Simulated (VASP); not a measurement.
# Hg (Im-3m) in VASP: notebook, part 2 of 2

VASP 6.6.1.

### Step 5. Single point, PBE (31.40 Å³/atom)

This run uses another cell than the first one, of 31.40 Å³/atom.

File INCAR:

```
PREC     = Accurate       # precision mode
ENCUT    = 520            # plane-wave cutoff, eV
EDIFF    = 1E-6           # SCF threshold, eV
ISMEAR   = -1             # smearing method
SIGMA    = 0.1            # smearing width, eV
LREAL    = F              # projectors in reciprocal space
LASPH    = T              # aspherical terms in the spheres
NELM     = 100            # most SCF steps
ALGO     = Normal         # electronic algorithm
ISIF     = 2              # what is computed and relaxed
LWAVE    = F              # write WAVECAR
LCHARG   = F              # write CHGCAR
GGA      = PE             # functional
NBANDS   = 12             # bands
```

File KPOINTS:

```
regular mesh
0
Gamma
  19 19 19
```

File POSCAR:

```
Hg
1.0
   -1.9873340652      1.9873340652      1.9873340652
    1.9873340652     -1.9873340652      1.9873340652
    1.9873340652      1.9873340652     -1.9873340652
Hg
1
Direct
    0.0000000000      0.0000000000      0.0000000000
```

Potentials or basis: VASP PAW PBE potentials, release 64 (Hg).

On the command line:

```
$ cat potpaw_PBE.64/Hg/POTCAR > POTCAR
$ mpirun -np 1 vasp_std > vasp.out
```

OUTCAR:

```text
PREC = Accurate
   ENCUT = 520
   EDIFF = 1E-6
   ISMEAR = -1
   LREAL = F
   LASPH = T
   NELM = 100
   ISIF = 2
   GGA = PE

 ion  position               nearest neighbor table
   1  0.000  0.000  0.000-

  LATTYP: Found a body centered cubic cell.
 ALAT       =     3.9746681304

  Lattice vectors:

 A1 = (  -1.9873340652,   1.9873340652,   1.9873340652)
 A2 = (   1.9873340652,  -1.9873340652,   1.9873340652)
 A3 = (   1.9873340652,   1.9873340652,  -1.9873340652)

Analysis of symmetry for initial positions (statically):
=====================================================================
 Subroutine PRICEL returns:
 Original cell was already a primitive cell.

 Routine SETGRP: Setting up the symmetry group for a
 body centered cubic supercell.

 Subroutine GETGRP returns: Found 48 space group operations
 (whereof 48 operations were pure point group operations)
 out of a pool of 48 trial point group operations.

The static configuration has the point symmetry O_h .

Analysis of symmetry for dynamics (positions and initial velocities):
=====================================================================
 Subroutine PRICEL returns:
 Original cell was already a primitive cell.

 Routine SETGRP: Setting up the symmetry group for a
 body centered cubic supercell.

 Subroutine GETGRP returns: Found 48 space group operations
 (whereof 48 operations were pure point group operations)
 out of a pool of 48 trial point group operations.

The dynamic configuration has the point symmetry O_h .

 Subroutine INISYM returns: Found 48 space group operations
 (whereof 48 operations are pure point group operations),
 and found     1 'primitive' translations

----------------------------------------------------------------------------------------

                                     Primitive cell

  volume of cell :      31.3959

  direct lattice vectors                    reciprocal lattice vectors
[... 106 lines left out ...]
  volume/ion in A,a.u.               =      31.40       211.87
  Fermi-wavevector in a.u.,A,eV,Ry     =   1.188076  2.245139 19.204971  1.411526
  Thomas-Fermi vector in A             =   2.324214
   LORBIT       =      0    0 simple, 1 ext, 2 COOP (PROOUT), +10 PAW based schemes
   GGA     = PE    functional components
   LHFCALC =     F    Hartree Fock is set to
   AEXX    =    0.0000 exact exchange contribution
   IVDW    =     0    specifies the selected vdW correction
   LEPSILON=     F    determine dielectric tensor
   LRPA    =     F    only Hartree local field effects (RPA)
 non-spin polarized calculation
  energy-cutoff  :      520.00
  volume of cell :       31.40
 maximum number of plane-waves:       887
 NGX is ok and might be reduce to    28
   NGX = 13   NGY = 13   NGZ = 13

 number of electron      12.0000003 magnetization

 Free energy of the ion-electron system (eV)
  ---------------------------------------------------
  ext. energy  EPLUGINS =         0.00000000
  ---------------------------------------------------
  free energy    TOTEN  =        -0.18171559 eV

  energy without entropy =       -0.17579070  energy(sigma->0) =       -0.17875314

 E-fermi :   0.8567     XC(G=0):  -9.3341

 val. band max:        0.8497501600   @ k =  -0.4737   0.4737   0.3684
 cond. band min:       0.9012221365   @ k =   0.4211   0.0526   0.0526
 fundamental gap:      0.0514719765
 Fermi energy:         0.8567400813

 k-point     1 :       0.0000    0.0000    0.0000
  band No.  band energies     occupation
      1      -6.1853      2.00000
      2      -5.5245      2.00000
      3      -5.5245      2.00000
      4      -5.5245      2.00000
      5      -5.0195      2.00000
      6      -5.0195      2.00000
      7      13.6054      0.00000
      8      13.6054      0.00000
      9      13.6054      0.00000
     10      15.0238      0.00000
     11      15.0238      0.00000
     12      15.0238      0.00000
[... 331 lines left out ...]
 k-point    24 :       0.3158    0.1053    0.0000
  band No.  band energies     occupation
      1      -5.7911      2.00000
      2      -5.6894      2.00000
      3      -5.0925      2.00000
      4      -5.0352      2.00000
      5      -4.8792      2.00000
      6      -2.7601      2.00000
      7       3.3077      0.00000
      8       8.0439      0.00000
      9       9.9783      0.00000
     10      13.8547      0.00000
     11      15.5654      0.00000
     12      16.8315      0.00000

 [... further k-points ...]
[... 5 lines left out ...]
  --------------------------------------------------------------------------------------
  -------------------------------------------------------------------------------------
  Total       -0.0851469     -0.0851469     -0.0851469     -0.0000000      0.0000000     -0.0000000
  in kB       -4.3451724     -4.3451724     -4.3451724     -0.0000000      0.0000000     -0.0000000
  external PRESSURE =      -4.3451724 kB  Pullay stress =       0.0000000 kB

 VOLUME and BASIS-vectors are now :
 -----------------------------------------------------------------------------
  energy-cutoff  :      520.00
  volume of cell :       31.40
      direct lattice vectors                 reciprocal lattice vectors
    -1.987334065  1.987334065  1.987334065     0.000000000  0.251593332  0.251593332
     1.987334065 -1.987334065  1.987334065     0.251593332  0.000000000  0.251593332
     1.987334065  1.987334065 -1.987334065     0.251593332  0.251593332  0.000000000

 POSITION                                       TOTAL-FORCE (eV/Angst)
 -----------------------------------------------------------------------------------
      0.00000      0.00000      0.00000         0.000000     -0.000000      0.000000
 -----------------------------------------------------------------------------------
    total drift:                               -0.000000     -0.000000      0.000000

  FREE ENERGIE OF THE ION-ELECTRON SYSTEM (eV)
  ---------------------------------------------------
  free  energy   TOTEN  =        -0.1817155850 eV

  energy  without entropy=       -0.1757907022  energy(sigma->0) =       -0.17875314
```

Wall time 56 s (1 thread of Intel Xeon Platinum 8259CL at 2.50GHz (Skylake/Cascade Lake), shared host); peak memory 0.21 GiB.

What came out:

```
Free energy            : -0.1817 eV
Pressure               : -0.4 GPa
Band gap on the k mesh : zero (bands 6 and 7 overlap by 1.41 eV)
```

Caveat: spin-orbit coupling is left out, which moves the levels of the heavy elements.

### Step 6. Single point, PBE (32.56 Å³/atom)

This run uses another cell than the first one, of 32.56 Å³/atom.

File INCAR:

```
PREC = Accurate
ENCUT = 520
EDIFF = 1E-6
ISMEAR = -1
SIGMA = 0.1
LREAL = F
LASPH = T
NELM = 100
ALGO = Normal
ISIF = 2
LWAVE = F
LCHARG = F
GGA = PE
NBANDS = 12
```

KPOINTS is that of step 5.

File POSCAR:

```
Hg
1.0
   -2.0115722353      2.0115722353      2.0115722353
    2.0115722353     -2.0115722353      2.0115722353
    2.0115722353      2.0115722353     -2.0115722353
Hg
1
Direct
    0.0000000000      0.0000000000      0.0000000000
```

Potentials or basis: VASP PAW PBE potentials, release 64 (Hg).

On the command line:

```
$ cat potpaw_PBE.64/Hg/POTCAR > POTCAR
$ mpirun -np 1 vasp_std > vasp.out
```

OUTCAR:

```text
PREC = Accurate
   ENCUT = 520
   EDIFF = 1E-6
   ISMEAR = -1
   LREAL = F
   LASPH = T
   NELM = 100
   ISIF = 2
   GGA = PE

 ion  position               nearest neighbor table
   1  0.000  0.000  0.000-

  LATTYP: Found a body centered cubic cell.
 ALAT       =     4.0231444706

  Lattice vectors:

 A1 = (  -2.0115722353,   2.0115722353,   2.0115722353)
 A2 = (   2.0115722353,  -2.0115722353,   2.0115722353)
 A3 = (   2.0115722353,   2.0115722353,  -2.0115722353)

Analysis of symmetry for initial positions (statically):
=====================================================================
 Subroutine PRICEL returns:
 Original cell was already a primitive cell.

 Routine SETGRP: Setting up the symmetry group for a
 body centered cubic supercell.

 Subroutine GETGRP returns: Found 48 space group operations
 (whereof 48 operations were pure point group operations)
 out of a pool of 48 trial point group operations.

The static configuration has the point symmetry O_h .

Analysis of symmetry for dynamics (positions and initial velocities):
=====================================================================
 Subroutine PRICEL returns:
 Original cell was already a primitive cell.

 Routine SETGRP: Setting up the symmetry group for a
 body centered cubic supercell.

 Subroutine GETGRP returns: Found 48 space group operations
 (whereof 48 operations were pure point group operations)
 out of a pool of 48 trial point group operations.

The dynamic configuration has the point symmetry O_h .

 Subroutine INISYM returns: Found 48 space group operations
 (whereof 48 operations are pure point group operations),
 and found     1 'primitive' translations

----------------------------------------------------------------------------------------

                                     Primitive cell

  volume of cell :      32.5587

  direct lattice vectors                    reciprocal lattice vectors
[... 110 lines left out ...]
   GGA     = PE    functional components
   LHFCALC =     F    Hartree Fock is set to
   AEXX    =    0.0000 exact exchange contribution
   IVDW    =     0    specifies the selected vdW correction
   LEPSILON=     F    determine dielectric tensor
   LRPA    =     F    only Hartree local field effects (RPA)
 non-spin polarized calculation
  energy-cutoff  :      520.00
  volume of cell :       32.56
 maximum number of plane-waves:       911
 NGX is ok and might be reduce to    28
   NGX = 13   NGY = 13   NGZ = 13

 number of electron      11.9999999 magnetization

 Free energy of the ion-electron system (eV)
  ---------------------------------------------------
  ext. energy  EPLUGINS =         0.00000000
  ---------------------------------------------------
  free energy    TOTEN  =        -0.17867621 eV

  energy without entropy =       -0.17345265  energy(sigma->0) =       -0.17606443

 E-fermi :   0.6836     XC(G=0):  -9.1474

 val. band max:        0.6552540176   @ k =  -0.4211   0.4211   0.4211
 cond. band min:       0.6946158483   @ k =  -0.4737   0.4737   0.0526
 fundamental gap:      0.0393618307
 Fermi energy:         0.6835950478

 k-point     1 :       0.0000    0.0000    0.0000
  band No.  band energies     occupation
      1      -6.1668      2.00000
      2      -5.6515      2.00000
      3      -5.6515      2.00000
      4      -5.6515      2.00000
      5      -5.1837      2.00000
      6      -5.1837      2.00000
      7      13.0194      0.00000
      8      13.0194      0.00000
      9      13.0194      0.00000
     10      14.6911      0.00000
     11      14.6911      0.00000
     12      14.6911      0.00000
[... 331 lines left out ...]
 k-point    24 :       0.3158    0.1053    0.0000
  band No.  band energies     occupation
      1      -5.8862      2.00000
      2      -5.8003      2.00000
      3      -5.2506      2.00000
      4      -5.1978      2.00000
      5      -5.0506      2.00000
      6      -2.8899      2.00000
      7       3.0636      0.00000
      8       7.6928      0.00000
      9       9.6067      0.00000
     10      13.3718      0.00000
     11      15.0829      0.00000
     12      16.3196      0.00000

 [... further k-points ...]

------------------------ aborting loop because EDIFF is reached ----------------------------------------

  FORCE on cell =-STRESS in cart. coord.  units (eV):
  Direction    XX          YY          ZZ          XY          YZ          ZX
  --------------------------------------------------------------------------------------
  -------------------------------------------------------------------------------------
  Total       -0.1108941     -0.1108941     -0.1108941     -0.0000000     -0.0000000      0.0000000
  in kB       -5.4569770     -5.4569770     -5.4569770     -0.0000000     -0.0000000      0.0000000
  external PRESSURE =      -5.4569770 kB  Pullay stress =       0.0000000 kB

 VOLUME and BASIS-vectors are now :
 -----------------------------------------------------------------------------
  energy-cutoff  :      520.00
  volume of cell :       32.56
      direct lattice vectors                 reciprocal lattice vectors
    -2.011572235  2.011572235  2.011572235     0.000000000  0.248561792  0.248561792
     2.011572235 -2.011572235  2.011572235     0.248561792  0.000000000  0.248561792
     2.011572235  2.011572235 -2.011572235     0.248561792  0.248561792  0.000000000

 POSITION                                       TOTAL-FORCE (eV/Angst)
 -----------------------------------------------------------------------------------
      0.00000      0.00000      0.00000        -0.000000      0.000000      0.000000
 -----------------------------------------------------------------------------------
    total drift:                               -0.000000     -0.000000     -0.000000

  FREE ENERGIE OF THE ION-ELECTRON SYSTEM (eV)
  ---------------------------------------------------
  free  energy   TOTEN  =        -0.1786762101 eV

  energy  without entropy=       -0.1734526475  energy(sigma->0) =       -0.17606443
```

OSZICAR:

```text
N       E                     dE             d eps       ncg     rms          rms(c)
DAV:   1     0.728688227874E+02    0.72869E+02   -0.62137E+03  5480   0.917E+02
DAV:   2     0.122895875172E+01   -0.71640E+02   -0.67152E+02  5784   0.217E+02
DAV:   3    -0.185269220583E+00   -0.14142E+01   -0.14134E+01  6160   0.341E+01
DAV:   4    -0.186799264273E+00   -0.15300E-02   -0.15300E-02  5828   0.121E+00
DAV:   5    -0.186801977673E+00   -0.27134E-05   -0.27135E-05  6080   0.479E-02    0.124E+00
DAV:   6    -0.178681652640E+00    0.81203E-02   -0.21744E-02  6208   0.157E+00    0.104E+00
DAV:   7    -0.178463943421E+00    0.21771E-03   -0.28723E-03  5924   0.475E-01    0.527E-01
DAV:   8    -0.178651807456E+00   -0.18786E-03   -0.39535E-04  5576   0.220E-01    0.199E-02
DAV:   9    -0.178674325113E+00   -0.22518E-04   -0.19024E-05  5864   0.350E-02    0.508E-03
DAV:  10    -0.178676253938E+00   -0.19288E-05   -0.29928E-06  5592   0.166E-02    0.960E-04
DAV:  11    -0.178676210076E+00    0.43863E-07   -0.33521E-08  2916   0.155E-03
   1 F= -.17867621E+00 E0= -.17606443E+00  d E =-.522356E-02
```

stdout:

```text
POSCAR found type information on POSCAR Hg
 POSCAR found :  1 types and       1 ions
 scaLAPACK will be used
 LDA part: xc-table for (Slater+PW92), standard interpolation
 POSCAR, INCAR and KPOINTS ok, starting setup
 FFT: planning ... GRIDC
 FFT: planning ... GRID_SOFT
 FFT: planning ... GRID
 WAVECAR not read
 entering main loop
```

Wall time 73 s (1 thread of Intel Xeon Platinum 8259CL at 2.50GHz (Skylake/Cascade Lake), shared host); peak memory 0.22 GiB.

What came out:

* Free energy: -0.1787 eV
* Pressure: -0.5 GPa
* Band gap on the k mesh: zero (bands 6 and 7 overlap by 1.12 eV)

Caveat: spin-orbit coupling is left out, which moves the levels of the heavy elements.

### Step 7. Summary

```csv
cell,gap on the mesh (eV),pressure (GPa)
"a = 3.355 Å, angles 109.5°, 1 atom",none,0.1
"a = 3.399 Å, angles 109.5°, 1 atom",none,-0.2
"a = 3.442 Å, angles 109.5°, 1 atom",none,-0.4
"a = 3.484 Å, angles 109.5°, 1 atom",none,-0.5
```

Alike in all rows: task single point; level PBE; potentials or basis VASP PAW PBE potentials, release 64 (Hg); no spin polarisation; k mesh 19 × 19 × 19; cutoff (eV) 520; smearing fermi-dirac 0.1 eV.

Caveats: spin-orbit coupling is left out, which moves the levels of the heavy elements.

Total energies depend on the potentials used, so only differences within one code and one set of settings carry meaning.
